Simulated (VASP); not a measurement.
Here is a VASP 6.6.1 calculation.

INCAR

```
  PREC = Accurate
  ENCUT = 600
  EDIFF = 1E-6
  ISMEAR = 0
  SIGMA = 0.01
  LREAL = F
  LASPH = T
  NELM = 120
  ALGO = Normal
  ISIF = 2
  LWAVE = F
  LCHARG = T
  GGA = PE
  LELF = T
  LVHAR = T
  NBANDS = 41
  GGA_COMPAT = F
```

KPOINTS

```
Automatic mesh
0
Gamma
  8 8 2
```

The input POSCAR:

```
Mg5ZnO6
1.0
    3.0184914822      0.0000000000      0.0000000000
    0.0000000000      3.0184914822      0.0000000000
    0.0000000000      0.0000000000     12.7997274014
Mg Zn O
5 1 6
Direct
    0.0000000000      0.0000000000      0.6655792944
    0.5000000000      0.5000000000      0.5000000000
    0.0000000000      0.0000000000      0.3344207056
    0.5000000000      0.5000000000      0.1667708247
    0.5000000000      0.5000000000      0.8332291753
    0.0000000000      0.0000000000      0.0000000000
    0.0000000000      0.0000000000      0.5000000000
    0.5000000000      0.5000000000      0.3340237303
    0.0000000000      0.0000000000      0.1690554463
    0.5000000000      0.5000000000      0.0000000000
    0.0000000000      0.0000000000      0.8309445537
    0.5000000000      0.5000000000      0.6659762697
```

Potentials or basis: VASP PAW PBE potentials, release 64 (Mg, Zn, O).

The run is started by

```sh
$ cat potpaw_PBE.64/Mg/POTCAR potpaw_PBE.64/Zn/POTCAR potpaw_PBE.64/O/POTCAR > POTCAR
$ mpirun -np 1 vasp_std > vasp.out
```

Task: Predict the pressure.

Result: -0.7 GPa.

Task: Predict the band gap on the k mesh.

Result: 2.65 eV (least direct gap 3.46 eV).

Forces on the atoms (eV/Å):
```
Mg   0.000  0.000  0.000
Mg   0.000  0.000  0.000
Mg   0.000  0.000  0.000
Mg   0.000  0.000  0.006
Mg   0.000  0.000 -0.006
Zn   0.000  0.000  0.000
O    0.000  0.000  0.000
O    0.000  0.000  0.000
O    0.000  0.000  0.040
O    0.000  0.000  0.000
O    0.000  0.000 -0.040
O    0.000  0.000  0.000
```

A k mesh can miss the band edges.
